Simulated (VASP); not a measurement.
# TePb (Pm-3m) in VASP: a series of runs

Aim: see how the results for TePb move with the level of theory and the settings. Levels: PBE, RPBE+D3(BJ), BLYP. Tasks: single point.

Everything below comes from runs of VASP 6.6.1. Logs are shortened: lines on timing, memory, paths and dates and some standing lists are left out, and cuts for length are marked.

### Step 1. The cell of the first run

The structure is cubic, space group Pm-3m (No. 221). The conventional cell has a = 4.081 Å, b = 4.081 Å, c = 4.081 Å, α = 90.00°, β = 90.00°, γ = 90.00°. Pb (site symmetry m-3m) has 8 Te at 3.53 Å and 6 Pb at 4.08 Å within 4.6 Å. Within 4.6 Å of Te (site symmetry m-3m) lie 8 Pb at 3.53 Å and 6 Te at 4.08 Å.

### Step 2. Single point, PBE (volume scaled by 1.06)

Input file INCAR:

```
PREC = Accurate ; ENCUT = 520
EDIFF = 1E-6 ; ISMEAR = -1
SIGMA = 0.05 ; LREAL = False
LASPH = True ; NELM = 100
ALGO = Normal ; ISIF = 2
LWAVE = False ; LCHARG = False
GGA = PE ; NBANDS = 17
```

Input file KPOINTS:

```
Automatic mesh
0
Gamma
  7 7 7
```

Input file POSCAR:

```
TePb
1.0
    4.0807831442      0.0000000000      0.0000000000
    0.0000000000      4.0807831442      0.0000000000
    0.0000000000      0.0000000000      4.0807831442
Pb Te
1 1
Direct
    0.0000000000      0.0000000000      0.0000000000
    0.5000000000      0.5000000000      0.5000000000
```

Potentials or basis: VASP PAW PBE potentials, release 64 (Pb_d, Te).

Started as:

```bash
$ cat potpaw_PBE.64/Pb_d/POTCAR potpaw_PBE.64/Te/POTCAR > POTCAR
$ mpirun -np 1 vasp_std > vasp.out
```

OUTCAR:

```text
PREC = Accurate
   ENCUT = 520
   EDIFF = 1E-6
   ISMEAR = -1
   LREAL = False
   LASPH = True
   NELM = 100
   ISIF = 2
   GGA = PE

 ion  position               nearest neighbor table
   1  0.000  0.000  0.000-   2 3.53   2 3.53   2 3.53   2 3.53   2 3.53   2 3.53   2 3.53   2 3.53

   2  0.500  0.500  0.500-   1 3.53   1 3.53   1 3.53   1 3.53   1 3.53   1 3.53   1 3.53   1 3.53

  LATTYP: Found a simple cubic cell.
 ALAT       =     4.0807831442

  Lattice vectors:

 A1 = (   4.0807831442,   0.0000000000,   0.0000000000)
 A2 = (   0.0000000000,   4.0807831442,   0.0000000000)
 A3 = (   0.0000000000,   0.0000000000,   4.0807831442)

Analysis of symmetry for initial positions (statically):
=====================================================================
 Subroutine PRICEL returns:
 Original cell was already a primitive cell.

 Routine SETGRP: Setting up the symmetry group for a
 simple cubic supercell.

 Subroutine GETGRP returns: Found 48 space group operations
 (whereof 48 operations were pure point group operations)
 out of a pool of 48 trial point group operations.

The static configuration has the point symmetry O_h .

Analysis of symmetry for dynamics (positions and initial velocities):
=====================================================================
 Subroutine PRICEL returns:
 Original cell was already a primitive cell.

 Routine SETGRP: Setting up the symmetry group for a
 simple cubic supercell.

 Subroutine GETGRP returns: Found 48 space group operations
 (whereof 48 operations were pure point group operations)
 out of a pool of 48 trial point group operations.

The dynamic configuration has the point symmetry O_h .

 Subroutine INISYM returns: Found 48 space group operations
 (whereof 48 operations are pure point group operations),
 and found     1 'primitive' translations

----------------------------------------------------------------------------------------

                                     Primitive cell

  volume of cell :      67.9564

  direct lattice vectors                    reciprocal lattice vectors
     4.080783144  0.000000000  0.000000000     0.245051002  0.000000000  0.000000000
     0.000000000  4.080783144  0.000000000     0.000000000  0.245051002  0.000000000
     0.000000000  0.000000000  4.080783144     0.000000000  0.000000000  0.245051002

  length of vectors
     4.080783144  4.080783144  4.080783144     0.245051002  0.245051002  0.245051002

  position of ions in fractional coordinates (direct lattice)
     0.000000000  0.000000000  0.000000000
     0.500000000  0.500000000  0.500000000

  ion indices of the primitive-cell ions
   primitive index   ion index
                 1           1
                 2           2

----------------------------------------------------------------------------------------

 KPOINTS: Automatic mesh

Automatic generation of k-mesh.
 Grid dimensions read from file:
 generate k-points for:    7    7    7

 Generating k-lattice:

  Cartesian coordinates                     Fractional coordinates (reciprocal lattice)
     0.035007286  0.000000000  0.000000000     0.142857143  0.000000000  0.000000000
     0.000000000  0.035007286  0.000000000     0.000000000  0.142857143  0.000000000
     0.000000000  0.000000000  0.035007286     0.000000000  0.000000000  0.142857143

  Length of vectors
     0.035007286  0.035007286  0.035007286

  Shift w.r.t. Gamma in fractional coordinates (k-lattice)
     0.000000000  0.000000000  0.000000000

 Subroutine IBZKPT returns following result:
 ===========================================

 Found     20 irreducible k-points:

 Following reciprocal coordinates:
            Coordinates               Weight
  0.000000  0.000000  0.000000      1.000000
  0.142857  0.000000  0.000000      6.000000
  0.285714  0.000000  0.000000      6.000000
  0.428571  0.000000  0.000000      6.000000
  0.142857  0.142857  0.000000     12.000000
  0.285714  0.142857  0.000000     24.000000
[... 12 lines left out ...]
  0.428571  0.428571  0.285714     24.000000
  0.428571  0.428571  0.428571      8.000000
   k-points           NKPTS =     20   k-points in BZ     NKDIM =     20   number of bands    NBANDS=     17
   number of dos      NEDOS =    301   number of ions     NIONS =      2
   total plane-waves  NPLWV =  27000
   dimension x,y,z NGX =    30 NGY =   30 NGZ =   30
   dimension x,y,z NGXF=    60 NGYF=   60 NGZF=   60
   ions per type =               1   1
   NGX,Y,Z   is equivalent  to a cutoff of  12.22, 12.22, 12.22 a.u.
   NGXF,Y,Z  is equivalent  to a cutoff of  24.44, 24.44, 24.44 a.u.
 SYSTEM =  unknown system
   PREC   = accura    normal or accurate (medium, high low for compatibility)
   ISTART =      0    job   : 0-new  1-cont  2-samecut
   ICHARG =      2    charge: 1-file 2-atom 10-const
   ISPIN  =      1    spin polarized calculation?
   LNONCOLLINEAR =      F non collinear calculations
   LSORBIT =      F    spin-orbit coupling
   LASPH  =      T    aspherical Exc in radial PAW
   ENCUT  =  520.0 eV  38.22 Ry    6.18 a.u.   7.59  7.59  7.59*2*pi/ulx,y,z
   NELM   =    100;   NELMIN=  2; NELMDL= -5     # of ELM steps
   EDIFF  = 0.1E-05   stopping-criterion for ELM
   LREAL  =      F    real-space projection
   EDIFFG = 0.1E-04   stopping-criterion for IOM
   NSW    =      0    number of steps for IOM
   IBRION =     -1    ionic relax: 0-MD 1-quasi-New 2-CG
   NFREE  =      0    steps in history (QN), initial steepest desc. (CG)
   ISIF   =      2    stress and relaxation
   ISYM   =      2    0-nonsym 1-usesym 2-fastsym
   POTIM  = 0.5000    time-step for ionic-motion
   TEBEG  =    0.0;   TEEND  =   0.0 temperature during run
   PSTRESS=    0.0 pullay stress
   NELECT =      20.0000    total number of electrons
   NUPDOWN=      -1.0000    fix difference up-down
   EMIN   =  10.00;   EMAX   =-10.00  energy-range for DOS
   EFERMI =   0.00;   METHOD = LEGACY
   ISMEAR =    -1;   SIGMA  =   0.05  broadening in eV -4-tet -1-fermi 0-gaus
   EFERMI_NEDOS =   21; number of points for ismear=-14 and -15
   IALGO  =     38    algorithm
   IMIX   =      4    mixing-type and parameters
     AMIX     =   0.40;   BMIX     =  1.00
     AMIX_MAG =   1.60;   BMIX_MAG =  1.00
  volume/ion in A,a.u.               =      33.98       229.30
  Fermi-wavevector in a.u.,A,eV,Ry     =   1.088950  2.057817 16.133956  1.185812
  Thomas-Fermi vector in A             =   2.225143
   LORBIT       =      0    0 simple, 1 ext, 2 COOP (PROOUT), +10 PAW based schemes
   GGA     = PE    functional components
   LHFCALC =     F    Hartree Fock is set to
   AEXX    =    0.0000 exact exchange contribution
   IVDW    =     0    specifies the selected vdW correction
   LEPSILON=     F    determine dielectric tensor
   LRPA    =     F    only Hartree local field effects (RPA)
 non-spin polarized calculation
  energy-cutoff  :      520.00
  volume of cell :       67.96
 maximum number of plane-waves:      1841
   NGX = 15   NGY = 15   NGZ = 15

 number of electron      19.9999998 magnetization

 Free energy of the ion-electron system (eV)
  ---------------------------------------------------
  ext. energy  EPLUGINS =         0.00000000
  ---------------------------------------------------
  free energy    TOTEN  =        -7.03443811 eV

  energy without entropy =       -7.02343482  energy(sigma->0) =       -7.02893646

 E-fermi :   5.7751     XC(G=0):  -9.4184

 val. band max:        5.7524140911   @ k =   0.4286   0.2857   0.0000
 cond. band min:       5.8435325245   @ k =   0.4286   0.4286   0.2857
 fundamental gap:      0.0911184334
 Fermi energy:         5.7750930191

 k-point     1 :       0.0000    0.0000    0.0000
  band No.  band energies     occupation
      1     -11.4571      2.00000
      2     -11.4571      2.00000
      3     -11.3879      2.00000
      4     -11.3879      2.00000
      5     -11.3879      2.00000
      6      -6.0512      2.00000
[... 9 lines left out ...]
     16      14.9940      0.00000
     17      16.5259      0.00000

 k-point     2 :       0.1429    0.0000    0.0000
  band No.  band energies     occupation
      1     -11.4566      2.00000
      2     -11.4465      2.00000
      3     -11.3916      2.00000
      4     -11.3916      2.00000
      5     -11.3876      2.00000
      6      -5.9022      2.00000
[... 9 lines left out ...]
     16      15.7017      0.00000
     17      15.9745      0.00000

 k-point     3 :       0.2857    0.0000    0.0000
  band No.  band energies     occupation
      1     -11.4555      2.00000
      2     -11.4228      2.00000
      3     -11.3999      2.00000
      4     -11.3999      2.00000
      5     -11.3870      2.00000
      6      -5.4831      2.00000
[... 9 lines left out ...]
     16      14.0018      0.00000
     17      16.1076      0.00000

 k-point     4 :       0.4286    0.0000    0.0000
  band No.  band energies     occupation
      1     -11.4546      2.00000
      2     -11.4066      2.00000
      3     -11.4066      2.00000
      4     -11.4038      2.00000
      5     -11.3865      2.00000
      6      -4.9579      2.00000
[... 9 lines left out ...]
     16      16.0632      0.00000
     17      16.9268      0.00000
[... 263 lines left out ...]
      1     -11.4236      2.00000
      2     -11.4194      2.00000
      3     -11.4108      2.00000
      4     -11.4016      2.00000
      5     -11.3823      2.00000
      6      -4.2809      2.00000
[... 9 lines left out ...]
     16      14.9542      0.00000
     17      17.2768      0.00000

 k-point    19 :       0.4286    0.4286    0.2857
  band No.  band energies     occupation
      1     -11.4310      2.00000
      2     -11.4186      2.00000
      3     -11.4182      2.00000
      4     -11.3916      2.00000
      5     -11.3717      2.00000
      6      -4.0918      2.00000
[... 9 lines left out ...]
     16      16.4091      0.00000
     17      17.5216      0.00000

 k-point    20 :       0.4286    0.4286    0.4286
  band No.  band energies     occupation
      1     -11.4278      2.00000
      2     -11.4266      2.00000
      3     -11.4266      2.00000
      4     -11.3713      2.00000
      5     -11.3713      2.00000
      6      -3.9556      2.00000
[... 9 lines left out ...]
     16      17.7136      0.00000
     17      19.6408      0.00000

------------------------ aborting loop because EDIFF is reached ----------------------------------------

  FORCE on cell =-STRESS in cart. coord.  units (eV):
  Direction    XX          YY          ZZ          XY          YZ          ZX
  --------------------------------------------------------------------------------------
  -------------------------------------------------------------------------------------
  Total       -0.9278050     -0.9278050     -0.9278050     -0.0000000     -0.0000000     -0.0000000
  in kB      -21.8744304    -21.8744304    -21.8744304     -0.0000000     -0.0000000     -0.0000000
  external PRESSURE =     -21.8744304 kB  Pullay stress =       0.0000000 kB

 VOLUME and BASIS-vectors are now :
 -----------------------------------------------------------------------------
  energy-cutoff  :      520.00
  volume of cell :       67.96
      direct lattice vectors                 reciprocal lattice vectors
     4.080783144  0.000000000  0.000000000     0.245051002  0.000000000  0.000000000
     0.000000000  4.080783144  0.000000000     0.000000000  0.245051002  0.000000000
     0.000000000  0.000000000  4.080783144     0.000000000  0.000000000  0.245051002

 POSITION                                       TOTAL-FORCE (eV/Angst)
 -----------------------------------------------------------------------------------
      0.00000      0.00000      0.00000         0.000000      0.000000      0.000000
      2.04039      2.04039      2.04039         0.000000      0.000000      0.000000
 -----------------------------------------------------------------------------------
    total drift:                                0.000000     -0.000000     -0.000000

  FREE ENERGIE OF THE ION-ELECTRON SYSTEM (eV)
  ---------------------------------------------------
  free  energy   TOTEN  =        -7.0344381067 eV

  energy  without entropy=       -7.0234348159  energy(sigma->0) =       -7.02893646
```

Wall time 41 s (1 thread of Intel Xeon 6975P-C, shared host); peak memory 0.18 GiB.

Results:

```yaml
Free_energy: -7.0344 eV
Pressure: -2.2 GPa
Band_gap_on_the_k_mesh: zero (band 10 reaches 5.91 eV, above the bottom of band 11 at 5.26 eV)
```

Levels at points of the mesh, in eV from the Fermi level:
```tsv
k point	band 6	band 7	band 8	band 9	band 10	band 11	band 12	band 13	band 14	band 15
(0.00, 0.00, 0.00)	-11.83	-6.98	-1.47	-1.47	-1.47	4.07	4.07	4.84	4.84	4.84
```

Caveat: spin-orbit coupling is left out, which moves the levels of the heavy elements.

(Continued in part 2 of 2.)
